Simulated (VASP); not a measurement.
# Cd (Im-3m) in VASP: notebook

Runs on Cd. Level: LDA. Tasks: single point.

All numbers are computed with VASP 6.6.1; they aren't measurements. Logs are shortened: lines on timing, memory, paths and dates and some standing lists are left out, and cuts for length are marked.

**1. The cell of the first run**

It takes space group Im-3m (No. 229, cubic). The conventional cell has a = 2.900 Å, b = 2.900 Å, c = 2.900 Å, α = 90.00°, β = 90.00°, γ = 90.00°. Within 3.3 Å of Cd (site symmetry m-3m) lie 14 Cd at 2.51 to 2.90 Å.

**2. Single point, LDA (volume scaled by 0.6)**

INCAR reads:

```
PREC = Accurate ; ENCUT = 520
EDIFF = 1E-6 ; ISMEAR = -1
SIGMA = 0.1 ; LREAL = False
LASPH = True ; NELM = 60
ALGO = Normal ; ISIF = 2
LWAVE = False ; LCHARG = True
LELF = True ; LVHAR = True
NBANDS = 12
```

KPOINTS reads:

```
regular mesh
0
Gamma
  15 15 15
```

POSCAR reads:

```
Cd
1.0
   -1.4498681414      1.4498681414      1.4498681414
    1.4498681414     -1.4498681414      1.4498681414
    1.4498681414      1.4498681414     -1.4498681414
Cd
1
Direct
    0.0000000000      0.0000000000      0.0000000000
```

Potentials or basis: VASP PAW LDA potentials, release 64 (Cd).

Command:

```
> cat potpaw_LDA.64/Cd/POTCAR > POTCAR
> mpirun -np 1 vasp_std > vasp.out
```

OUTCAR:

```text
PREC = Accurate
   ENCUT = 520
   EDIFF = 1E-6
   ISMEAR = -1
   LREAL = False
   LASPH = True
   NELM = 60
   ISIF = 2

 ion  position               nearest neighbor table
   1  0.000  0.000  0.000-

  LATTYP: Found a body centered cubic cell.
 ALAT       =     2.8997362828

  Lattice vectors:

 A1 = (  -1.4498681414,   1.4498681414,   1.4498681414)
 A2 = (   1.4498681414,  -1.4498681414,   1.4498681414)
 A3 = (   1.4498681414,   1.4498681414,  -1.4498681414)

Analysis of symmetry for initial positions (statically):
=====================================================================
 Subroutine PRICEL returns:
 Original cell was already a primitive cell.

 Routine SETGRP: Setting up the symmetry group for a
 body centered cubic supercell.

 Subroutine GETGRP returns: Found 48 space group operations
 (whereof 48 operations were pure point group operations)
 out of a pool of 48 trial point group operations.

The static configuration has the point symmetry O_h .

Analysis of symmetry for dynamics (positions and initial velocities):
=====================================================================
 Subroutine PRICEL returns:
 Original cell was already a primitive cell.

 Routine SETGRP: Setting up the symmetry group for a
 body centered cubic supercell.

 Subroutine GETGRP returns: Found 48 space group operations
 (whereof 48 operations were pure point group operations)
 out of a pool of 48 trial point group operations.

The dynamic configuration has the point symmetry O_h .

 Subroutine INISYM returns: Found 48 space group operations
 (whereof 48 operations are pure point group operations),
 and found     1 'primitive' translations

----------------------------------------------------------------------------------------

                                     Primitive cell

  volume of cell :      12.1912

  direct lattice vectors                    reciprocal lattice vectors
    -1.449868141  1.449868141  1.449868141     0.000000000  0.344858947  0.344858947
     1.449868141 -1.449868141  1.449868141     0.344858947  0.000000000  0.344858947
     1.449868141  1.449868141 -1.449868141     0.344858947  0.344858947  0.000000000

  length of vectors
     2.511245285  2.511245285  2.511245285     0.487704199  0.487704199  0.487704199

  position of ions in fractional coordinates (direct lattice)
     0.000000000  0.000000000  0.000000000

  ion indices of the primitive-cell ions
[... 80 lines left out ...]
   ISIF   =      2    stress and relaxation
   ISYM   =      2    0-nonsym 1-usesym 2-fastsym
   POTIM  = 0.5000    time-step for ionic-motion
   TEBEG  =    0.0;   TEEND  =   0.0 temperature during run
   PSTRESS=    0.0 pullay stress
   NELECT =      12.0000    total number of electrons
   NUPDOWN=      -1.0000    fix difference up-down
   EMIN   =  10.00;   EMAX   =-10.00  energy-range for DOS
   EFERMI =   0.00;   METHOD = LEGACY
   ISMEAR =    -1;   SIGMA  =   0.10  broadening in eV -4-tet -1-fermi 0-gaus
   EFERMI_NEDOS =   21; number of points for ismear=-14 and -15
   IALGO  =     38    algorithm
   IMIX   =      4    mixing-type and parameters
     AMIX     =   0.40;   BMIX     =  1.00
     AMIX_MAG =   1.60;   BMIX_MAG =  1.00
  volume/ion in A,a.u.               =      12.19        82.27
  Fermi-wavevector in a.u.,A,eV,Ry     =   1.628496  3.077412 36.082648  2.652000
  Thomas-Fermi vector in A             =   2.721117
   LORBIT       =      0    0 simple, 1 ext, 2 COOP (PROOUT), +10 PAW based schemes
   GGA     = CA    functional components
   LHFCALC =     F    Hartree Fock is set to
   AEXX    =    0.0000 exact exchange contribution
   IVDW    =     0    specifies the selected vdW correction
   LEPSILON=     F    determine dielectric tensor
   LRPA    =     F    only Hartree local field effects (RPA)
 non-spin polarized calculation
  energy-cutoff  :      520.00
  volume of cell :       12.19
 maximum number of plane-waves:       342
   NGX =  9   NGY =  9   NGZ =  9

 number of electron      11.9999996 magnetization

 Free energy of the ion-electron system (eV)
  ---------------------------------------------------
  ext. energy  EPLUGINS =         0.00000000
  ---------------------------------------------------
  free energy    TOTEN  =         0.68519323 eV

  energy without entropy =        0.69367349  energy(sigma->0) =        0.68943336

 E-fermi :  10.1150     XC(G=0): -14.7518

 val. band max:       10.0816585425   @ k =   0.3333   0.3333   0.0000
 cond. band min:      10.1688119339   @ k =   0.4000   0.2000  -0.0000
 fundamental gap:      0.0871533913
 Fermi energy:        10.1150463824

 k-point     1 :       0.0000    0.0000    0.0000
  band No.  band energies     occupation
      1      -5.8192      2.00000
      2      -3.3987      2.00000
      3      -3.3987      2.00000
      4      -3.3987      2.00000
      5      -1.4420      2.00000
      6      -1.4420      2.00000
      7      26.6249      0.00000
      8      26.6249      0.00000
      9      26.6249      0.00000
     10      33.8508      0.00000
     11      33.8508      0.00000
     12      35.7362      0.00000
[... 331 lines left out ...]
 k-point    24 :       0.4000    0.2000   -0.0000
  band No.  band energies     occupation
      1      -4.7090      2.00000
      2      -4.0968      2.00000
      3      -2.2641      2.00000
      4      -1.5240      2.00000
      5      -0.8485      2.00000
      6       6.7459      2.00000
      7      10.1688      0.73747
      8      15.8486      0.00000
      9      22.1288      0.00000
     10      29.7784      0.00000
     11      33.1990      0.00000
     12      37.4483      0.00000

 [... further k-points ...]

------------------------ aborting loop because EDIFF is reached ----------------------------------------

  FORCE on cell =-STRESS in cart. coord.  units (eV):
  Direction    XX          YY          ZZ          XY          YZ          ZX
  --------------------------------------------------------------------------------------
  -------------------------------------------------------------------------------------
  Total       10.9610551     10.9610551     10.9610551     -0.0000000     -0.0000000      0.0000000
  in kB     1440.5138234   1440.5138234   1440.5138234     -0.0000000     -0.0000000      0.0000000
  external PRESSURE =    1440.5138234 kB  Pullay stress =       0.0000000 kB

 VOLUME and BASIS-vectors are now :
 -----------------------------------------------------------------------------
  energy-cutoff  :      520.00
  volume of cell :       12.19
      direct lattice vectors                 reciprocal lattice vectors
    -1.449868141  1.449868141  1.449868141     0.000000000  0.344858947  0.344858947
     1.449868141 -1.449868141  1.449868141     0.344858947  0.000000000  0.344858947
     1.449868141  1.449868141 -1.449868141     0.344858947  0.344858947  0.000000000

 POSITION                                       TOTAL-FORCE (eV/Angst)
 -----------------------------------------------------------------------------------
      0.00000      0.00000      0.00000         0.000000     -0.000000     -0.000000
 -----------------------------------------------------------------------------------
    total drift:                                0.000000     -0.000000      0.000000

  FREE ENERGIE OF THE ION-ELECTRON SYSTEM (eV)
  ---------------------------------------------------
  free  energy   TOTEN  =         0.6851932261 eV

  energy  without entropy=        0.6936734891  energy(sigma->0) =        0.68943336
```

OSZICAR:

```text
N       E                     dE             d eps       ncg     rms          rms(c)
DAV:   1     0.726859997700E+02    0.72686E+02   -0.74222E+03  3192   0.112E+03
DAV:   2     0.152188950388E+01   -0.71164E+02   -0.68312E+02  3160   0.263E+02
DAV:   3     0.504767941802E+00   -0.10171E+01   -0.10165E+01  3332   0.339E+01
DAV:   4     0.503470681726E+00   -0.12973E-02   -0.12972E-02  3244   0.119E+00
DAV:   5     0.503468452592E+00   -0.22291E-05   -0.22301E-05  3324   0.473E-02    0.176E+01
DAV:   6     0.643540323292E+00    0.14007E+00   -0.19091E-01  3320   0.655E+00    0.108E+01
DAV:   7     0.682817568698E+00    0.39277E-01   -0.50154E-02  3664   0.296E+00    0.175E+00
DAV:   8     0.685206632604E+00    0.23891E-02   -0.64247E-03  3112   0.130E+00    0.912E-02
DAV:   9     0.685195955774E+00   -0.10677E-04   -0.15983E-05  3232   0.403E-02    0.179E-02
DAV:  10     0.685193234189E+00   -0.27216E-05   -0.18332E-06  3276   0.136E-02    0.191E-03
DAV:  11     0.685193226092E+00   -0.80977E-08   -0.64585E-08  1628   0.286E-03
   1 F= 0.68519323E+00 E0= 0.68943336E+00  d E =-.848026E-02
```

Run time: 8.5 s. Hardware: 1 thread of Intel Xeon Platinum 8488C (Sapphire Rapids), shared host; peak memory 0.13 GiB.

Results:

| Quantity | Value |
| --- | --- |
| Free energy | 0.6852 eV |
| Pressure | 144.1 GPa |
| Band gap on the k mesh | zero (band 6 reaches 12.51 eV, above the bottom of band 7 at 9.93 eV) |

**3. Single point, LDA (volume scaled by 0.6)**

INCAR reads:

```
SYSTEM = Cd
PREC = Accurate
ENCUT = 520
EDIFF = 1E-6
ISMEAR = -1
SIGMA = 0.1
LREAL = .False.
LASPH = .True.
NELM = 100
ALGO = Normal
ISIF = 2
LWAVE = .False.
LCHARG = .False.
NBANDS = 12
```

KPOINTS reads:

```
regular mesh
0
Gamma
  15 15 15
  0 0 0
```

POSCAR is that of step 2.

Potentials or basis: VASP PAW LDA potentials, release 64 (Cd).

Command:

```
> cat potpaw_LDA.64/Cd/POTCAR > POTCAR
> mpirun -np 1 vasp_std > vasp.out
```

Run time: 8.1 s. Hardware: 1 thread of Intel Xeon Platinum 8488C (Sapphire Rapids), shared host; peak memory 0.12 GiB.

Results (log left out):

```yaml
Free_energy: 0.6852 eV
Pressure: 144.1 GPa
Band_gap_on_the_k_mesh: zero (band 6 reaches 12.51 eV, above the bottom of band 7 at 9.93 eV)
```

Levels at points of the mesh, in eV from the Fermi level:
```
           k point  band 3  band 4  band 5  band 6  band 7  band 8  band 9  band 10
(0.00, 0.00, 0.00)  -13.51  -13.51  -11.56  -11.56   16.51   16.51   16.51    23.74
```

**4. Single point, LDA (volume scaled by 0.68)**

INCAR reads:

```
SYSTEM = Cd
PREC = Accurate
ENCUT = 520
EDIFF = 1E-6
ISMEAR = -1
SIGMA = 0.1
LREAL = .FALSE.
LASPH = .TRUE.
NELM = 60
ALGO = Normal
ISIF = 2
LWAVE = .FALSE.
LCHARG = .FALSE.
GGA = CA
NBANDS = 12
```

KPOINTS reads:

```
Automatic mesh
0
G
  15 15 15
  0 0 0
```

POSCAR reads:

```
Cd
1.0
   -1.5116377459      1.5116377459      1.5116377459
    1.5116377459     -1.5116377459      1.5116377459
    1.5116377459      1.5116377459     -1.5116377459
Cd
1
Direct
    0.0000000000      0.0000000000      0.0000000000
```

Command:

```
> cat potpaw_LDA.64/Cd/POTCAR > POTCAR
> mpirun -np 1 vasp_std > vasp.out
```

It took 8.2 s on 1 thread of Intel Xeon Platinum 8488C (Sapphire Rapids), shared host; peak memory 0.13 GiB.

Results (log left out):

| Item | Value |
| --- | --- |
| Free energy | -0.4002 eV |
| Pressure | 76.8 GPa |
| Band gap on the k mesh | zero (band 6 reaches 10.64 eV, above the bottom of band 7 at 7.62 eV) |

Levels at points of the mesh, in eV from the Fermi level:
```csv
k point,band 4,band 5,band 6,band 7,band 8,band 9
"(0.00, 0.00, 0.00)",-12.15,-10.57,-10.57,16.62,16.62,16.62
```

**5. Single point, LDA (volume scaled by 0.68)**

INCAR reads:

```
ALGO = Normal ; EDIFF = 1E-6
ENCUT = 520 ; ISIF = 2
ISMEAR = -1 ; LASPH = T
LCHARG = F ; LREAL = F
LWAVE = F ; NBANDS = 12
NELM = 60 ; PREC = Accurate
SIGMA = 0.1
```

KPOINTS reads:

```
k-points
0
Gamma
  15 15 15
```

POSCAR is that of step 4.

Command:

```
> cat potpaw_LDA.64/Cd/POTCAR > POTCAR
> mpirun -np 1 vasp_std > vasp.out
```

Wall time 8.1 s (1 thread of Intel Xeon Platinum 8488C (Sapphire Rapids), shared host); peak memory 0.13 GiB.

The run converged. Its results:

```yaml
Free_energy: -0.4002 eV
Pressure: 76.8 GPa
Band_gap_on_the_k_mesh: zero (band 6 reaches 10.64 eV, above the bottom of band 7 at 7.62 eV)
```

Levels at points of the mesh, in eV from the Fermi level:
```
           k point  band 4  band 5  band 6  band 7  band 8  band 9
(0.00, 0.00, 0.00)  -12.15  -10.57  -10.57   16.62   16.62   16.62
```
